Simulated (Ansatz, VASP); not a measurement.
Given: the input of a run of VASP 6.6.1 on WAu.

Contents of POSCAR:

```
WAu
1.0
    0.0000000000      2.9092100000      2.9092100000
    2.9092100000      0.0000000000      2.9092100000
    2.9092100000      2.9092100000      0.0000000000
W Au
1 1
Direct
    0.0000000000      0.0000000000      0.0000000000
    0.7500000000      0.7500000000      0.7500000000
```

INCAR.step1

```
ALGO = Normal ; EDIFF = 1E-5
EDIFFG = -0.005 ; ENCUT = 500
GGA = PE ; GGA_COMPAT = False
IBRION = 2 ; ISIF = 3
ISMEAR = -1 ; LASPH = True
LCHARG = False ; LREAL = False
LWAVE = True ; NBANDS = 20
NELM = 120 ; NELMIN = 4
NSW = 100 ; PREC = Accurate
SIGMA = 0.05
```

INCAR.step2

```
AEXX = 0.2 ; AGGAC = 0.81
AGGAX = 0.72 ; ALDAC = 0.19
ALGO = Normal ; EDIFF = 1E-7
EDIFFG = -0.01 ; ENCUT = 500
GGA = B3 ; GGA_COMPAT = False
IBRION = 2 ; ISIF = 3
ISMEAR = -1 ; ISTART = 1
LASPH = True ; LCHARG = False
LHFCALC = True ; LREAL = False
LWAVE = False ; NELM = 120
NELMIN = 4 ; NSW = 60
PREC = Accurate ; PRECFOCK = Normal
SIGMA = 0.05
```

KPOINTS

```
k-points
0
Gamma
  4 4 4
```

Potentials or basis: VASP PAW PBE potentials, release 64 (W_sv, Au).

Command:

```bash
$ cat potpaw_PBE.64/W_sv/POTCAR potpaw_PBE.64/Au/POTCAR > POTCAR
$ cp INCAR.step1 INCAR
$ mpirun -np 1 vasp_std > vasp.out
$ cp INCAR.step2 INCAR
$ mpirun -np 1 vasp_std > vasp.out
```

Q: Set up the same calculation for Ansatz 0.2.0. Potentials there: Ansatz PAW.

A: As run (the cutoff follows the program's own potentials):

input

```
crystal:
  lattice:
    - [0.0, 2.90921, 2.90921]
    - [2.90921, 0.0, 2.90921]
    - [2.90921, 2.90921, 0.0]
  atoms:
    - { symbol: W, position: [0.0, 0.0, 0.0] }
    - { symbol: Au, position: [0.75, 0.75, 0.75] }
hamiltonian:
  xc: b3lyp
  pseudopotentials: { kind: paw }
kpoints:
  mp_grid: { grid: [4, 4, 4] }
scf:
  occupations: { method: fermi_dirac, width: 0.05 }
output:
  forces: true
  stress: true
  eigenvalues: true
relax:
  f_tol: 0.01
  max_steps: 40
  cell: { stress_tol: 0.05 }
```

Both were run:

|  | VASP | Ansatz | Ansatz less VASP |
| --- | --- | --- | --- |
| gap on the k mesh at the Fermi level, each at its own relaxed structure (eV) | none | none | - |
| relaxed volume (Å³/atom) | 25.07 | 24.97 | -0.097 |
| relaxed cell length with the largest relative difference (Å) | 4.139 | 4.134 | -0.0053 |

VASP's potentials were made for PBE, not for B3LYP. A gap of «none» marks a metal or a gap that the smearing closes. VASP's potentials hold 25 valence electrons a cell and Ansatz's 33, so a difference there can come from the potentials and not from the codes.

The k mesh is coarse, so the values compare programs but aren't converged. Neither program's run includes spin-orbit coupling. Noted on Ansatz's run: the plane-wave basis is chosen anew once the cell has moved, so the energies of steps on either side of that aren't comparable.
